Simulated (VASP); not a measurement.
# GaN in VASP: a series of runs, part 2 of 2

VASP 6.6.1.

## Step 4: Single point, PBE, collinear spin, ferromagnetic start

This run uses another cell than the first one.

Contents of INCAR:

```
PREC = Accurate
ENCUT = 520
EDIFF = 1E-6
ISMEAR = 0
SIGMA = 0.05
LREAL = F
LASPH = T
NELM = 200
ALGO = Normal
ISIF = 2
LWAVE = F
LCHARG = F
ISPIN = 2
MAGMOM = 0.5 0.5
LORBIT = 11
GGA = PE
NBANDS = 20
GGA_COMPAT = F
```

Contents of KPOINTS:

```
regular mesh
0
Gamma
  1 1 18
```

Contents of POSCAR:

```
GaN
1.0
    9.0000000000      0.0000000000      0.0000000000
    0.0000000000      9.3000000000      0.0000000000
    0.0000000000      0.0000000000      3.5451869580
Ga N
1 1
Direct
    0.5000000000      0.5000000000      0.0000000000
    0.5000000000      0.5000000000      0.4650000000
```

Potentials or basis: VASP PAW PBE potentials, release 64 (Ga_d, N).

On the command line:

```console
$ cat potpaw_PBE.64/Ga_d/POTCAR potpaw_PBE.64/N/POTCAR > POTCAR
$ mpirun -np 1 vasp_std > vasp.out
```

OUTCAR:

```text
PREC = Accurate
   ENCUT = 520
   EDIFF = 1E-6
   ISMEAR = 0
   LREAL = F
   LASPH = T
   NELM = 200
   ISIF = 2
   ISPIN = 2
   LORBIT = 11
   GGA = PE

 ion  position               nearest neighbor table
   1  0.500  0.500  0.000-   2 1.65   2 1.90
   2  0.500  0.500  0.465-   1 1.65   1 1.90

  LATTYP: Found a simple orthorhombic cell.
 ALAT       =     3.5451869580
 B/A-ratio  =     2.5386531392
 C/A-ratio  =     2.6232749105

  Lattice vectors:

 A1 = (   0.0000000000,   0.0000000000,   3.5451869580)
 A2 = (   9.0000000000,   0.0000000000,   0.0000000000)
 A3 = (   0.0000000000,   9.3000000000,   0.0000000000)

Analysis of symmetry for initial positions (statically):
=====================================================================
 Subroutine PRICEL returns:
 Original cell was already a primitive cell.

 Routine SETGRP: Setting up the symmetry group for a
 simple orthorhombic supercell.

 Subroutine GETGRP returns: Found  4 space group operations
 (whereof  4 operations were pure point group operations)
 out of a pool of  8 trial point group operations.

The static configuration has the point symmetry C_2v.

Analysis of symmetry for dynamics (positions and initial velocities):
=====================================================================
 Subroutine PRICEL returns:
 Original cell was already a primitive cell.

 Routine SETGRP: Setting up the symmetry group for a
 simple orthorhombic supercell.

 Subroutine GETGRP returns: Found  4 space group operations
 (whereof  4 operations were pure point group operations)
 out of a pool of  8 trial point group operations.

The dynamic configuration has the point symmetry C_2v.

Analysis of structural, dynamic, and magnetic symmetry:
=====================================================================
 Subroutine PRICEL returns:
 Original cell was already a primitive cell.

 Routine SETGRP: Setting up the symmetry group for a
 simple orthorhombic supercell.

 Subroutine GETGRP returns: Found  4 space group operations
 (whereof  4 operations were pure point group operations)
 out of a pool of  8 trial point group operations.

The overall configuration has the point symmetry C_2v.

 Subroutine INISYM returns: Found  4 space group operations
 (whereof  4 operations are pure point group operations),
 and found     1 'primitive' translations

----------------------------------------------------------------------------------------

                                     Primitive cell

  volume of cell :     296.7321

  direct lattice vectors                    reciprocal lattice vectors
     9.000000000  0.000000000  0.000000000     0.111111111  0.000000000  0.000000000
     0.000000000  9.300000000  0.000000000     0.000000000  0.107526882  0.000000000
     0.000000000  0.000000000  3.545186958     0.000000000  0.000000000  0.282072571

  length of vectors
     9.000000000  9.300000000  3.545186958     0.111111111  0.107526882  0.282072571

  position of ions in fractional coordinates (direct lattice)
     0.500000000  0.500000000  0.000000000
     0.500000000  0.500000000  0.465000000

[... 52 lines left out ...]
   PREC   = accura    normal or accurate (medium, high low for compatibility)
   ISTART =      0    job   : 0-new  1-cont  2-samecut
   ICHARG =      2    charge: 1-file 2-atom 10-const
   ISPIN  =      2    spin polarized calculation?
   LNONCOLLINEAR =      F non collinear calculations
   LSORBIT =      F    spin-orbit coupling
   LASPH  =      T    aspherical Exc in radial PAW
   ENCUT  =  520.0 eV  38.22 Ry    6.18 a.u.  16.73 17.29  6.59*2*pi/ulx,y,z
   NELM   =    200;   NELMIN=  2; NELMDL= -5     # of ELM steps
   EDIFF  = 0.1E-05   stopping-criterion for ELM
   LREAL  =      F    real-space projection
   EDIFFG = 0.1E-04   stopping-criterion for IOM
   NSW    =      0    number of steps for IOM
   IBRION =     -1    ionic relax: 0-MD 1-quasi-New 2-CG
   NFREE  =      0    steps in history (QN), initial steepest desc. (CG)
   ISIF   =      2    stress and relaxation
   ISYM   =      2    0-nonsym 1-usesym 2-fastsym
   POTIM  = 0.5000    time-step for ionic-motion
   TEBEG  =    0.0;   TEEND  =   0.0 temperature during run
   PSTRESS=    0.0 pullay stress
   NELECT =      18.0000    total number of electrons
   NUPDOWN=      -1.0000    fix difference up-down
   EMIN   =  10.00;   EMAX   =-10.00  energy-range for DOS
   EFERMI =   0.00;   METHOD = LEGACY
   ISMEAR =     0;   SIGMA  =   0.05  broadening in eV -4-tet -1-fermi 0-gaus
   EFERMI_NEDOS =   21; number of points for ismear=-14 and -15
   IALGO  =     38    algorithm
   IMIX   =      4    mixing-type and parameters
     AMIX     =   0.40;   BMIX     =  1.00
     AMIX_MAG =   1.60;   BMIX_MAG =  1.00
  volume/ion in A,a.u.               =     148.37      1001.22
  Fermi-wavevector in a.u.,A,eV,Ry     =   0.643247  1.215560  5.629630  0.413766
  Thomas-Fermi vector in A             =   1.710183
   LORBIT       =     11    0 simple, 1 ext, 2 COOP (PROOUT), +10 PAW based schemes
   GGA     = PE    functional components
   LHFCALC =     F    Hartree Fock is set to
   AEXX    =    0.0000 exact exchange contribution
   IVDW    =     0    specifies the selected vdW correction
   LEPSILON=     F    determine dielectric tensor
   LRPA    =     F    only Hartree local field effects (RPA)
 spin polarized calculation
 Gauss-broadening in eV      SIGMA  =   0.05
  energy-cutoff  :      520.00
  volume of cell :      296.73
 maximum number of plane-waves:      8019
 NGX is ok and might be reduce to    70
   NGX = 33   NGY = 35   NGZ = 13

 number of electron      18.0000005 magnetization      -0.0000131

 number of electron      18.0000005 magnetization       0.0000048

 Free energy of the ion-electron system (eV)
  ---------------------------------------------------
  ext. energy  EPLUGINS =         0.00000000
  ---------------------------------------------------
  free energy    TOTEN  =        -8.96251922 eV

  energy without entropy =       -8.96251922  energy(sigma->0) =       -8.96251922

 E-fermi :  -4.2710     XC(G=0):  -2.0803

 val. band max:       -4.5419070001   @ k =   0.0000   0.0000   0.5000
 cond. band min:      -3.5737887844   @ k =   0.0000   0.0000   0.0000
 fundamental gap:      0.9681182157
 Fermi energy:        -4.2710296654

 spin component 1

 k-point     1 :       0.0000    0.0000    0.0000
  band No.  band energies     occupation
      1     -20.6473      1.00000
      2     -19.0616      1.00000
      3     -19.0616      1.00000
      4     -18.8885      1.00000
      5     -18.8885      1.00000
      6     -16.1383      1.00000
[... 206 lines left out ...]
      6     -17.0366      1.00000
[... 12 lines left out ...]
     19       5.0588      0.00000
     20       5.1985      0.00000
 Fermi energy:        -4.2710296654

 spin component 2

 k-point     1 :       0.0000    0.0000    0.0000
  band No.  band energies     occupation
      1     -20.6473      1.00000
      2     -19.0616      1.00000
      3     -19.0616      1.00000
      4     -18.8885      1.00000
      5     -18.8885      1.00000
      6     -16.1383      1.00000
[... 219 lines left out ...]
     19       5.0268      0.00000
     20       5.1915      0.00000

------------------------ aborting loop because EDIFF is reached ----------------------------------------

  FORCE on cell =-STRESS in cart. coord.  units (eV):
  Direction    XX          YY          ZZ          XY          YZ          ZX
  --------------------------------------------------------------------------------------
  -------------------------------------------------------------------------------------
  Total        0.0005420     -0.0010289     -5.5143364      0.0000000      0.0000000      0.0000000
  in kB        0.0029266     -0.0055553    -29.7741408      0.0000000      0.0000000      0.0000000
  external PRESSURE =      -9.9255898 kB  Pullay stress =       0.0000000 kB

 VOLUME and BASIS-vectors are now :
 -----------------------------------------------------------------------------
  energy-cutoff  :      520.00
  volume of cell :      296.73
      direct lattice vectors                 reciprocal lattice vectors
     9.000000000  0.000000000  0.000000000     0.111111111  0.000000000  0.000000000
     0.000000000  9.300000000  0.000000000     0.000000000  0.107526882  0.000000000
     0.000000000  0.000000000  3.545186958     0.000000000  0.000000000  0.282072571

 POSITION                                       TOTAL-FORCE (eV/Angst)
 -----------------------------------------------------------------------------------
      4.50000      4.65000      0.00000         0.000000      0.000000     -4.767040
      4.50000      4.65000      1.64851         0.000000      0.000000      4.767040
 -----------------------------------------------------------------------------------
    total drift:                                0.000000      0.000000     -0.000628

  FREE ENERGIE OF THE ION-ELECTRON SYSTEM (eV)
  ---------------------------------------------------
  free  energy   TOTEN  =        -8.9625192187 eV

  energy  without entropy=       -8.9625192187  energy(sigma->0) =       -8.96251922

 total charge

# of ion       s       p       d       tot
------------------------------------------
    1        0.848   0.847  10.089  11.784
    2        1.205   2.463   0.000   3.669
--------------------------------------------------
tot          2.053   3.311  10.089  15.453

 magnetization (x)

# of ion       s       p       d       tot
------------------------------------------
    1       -0.000   0.000  -0.000   0.000
    2        0.000  -0.000   0.000  -0.000
--------------------------------------------------
tot         -0.000   0.000  -0.000   0.000
```

stdout:

```text
POSCAR found type information on POSCAR GaN
 POSCAR found :  2 types and       2 ions
 scaLAPACK will be used
 LDA part: xc-table for (Slater+PW92), standard interpolation
 POSCAR, INCAR and KPOINTS ok, starting setup
 FFT: planning ... GRIDC
 FFT: planning ... GRID_SOFT
 FFT: planning ... GRID
 WAVECAR not read
 entering main loop
```

It took 5.3 min on 1 thread of Intel Xeon 8259CL, shared host; peak memory 0.49 GiB.

What came out:

| Item | Value |
| --- | --- |
| Free energy | -8.9625 eV |
| Largest force | 4.767 eV/Å |
| Band gap on the k mesh | 0.97 eV (least direct gap 2.45 eV) |
| Net moment | 0.00 μB per cell |
| Valence electrons inside the program's atomic spheres | Ga 11.78; N 3.67 |

Forces on the atoms (eV/Å):
```
Ga   0.000  0.000 -4.767
N    0.000  0.000  4.767
```

## Step 5: Overview

| cell | gap on the mesh (eV) | moment (μB) |
| --- | --- | --- |
| a = 9.000, b = 9.300, c = 3.391 Å, 2 atoms, atomic positions A | 1.81 | 0.00 |
| a = 9.000, b = 9.300, c = 3.545 Å, 2 atoms, atomic positions A | 0.91 | 0.00 |
| a = 9.000, b = 9.300, c = 3.545 Å, 2 atoms, atomic positions B | 0.97 | 0.00 |

Alike in all rows: task single point; level PBE; potentials or basis VASP PAW PBE potentials, release 64 (Ga_d, N); spin collinear, ferromagnetic start; k mesh 1 × 1 × 18; cutoff (eV) 520; smearing gaussian 0.05 eV.

Total energies depend on the potentials used, so only differences within one code and one set of settings carry meaning.
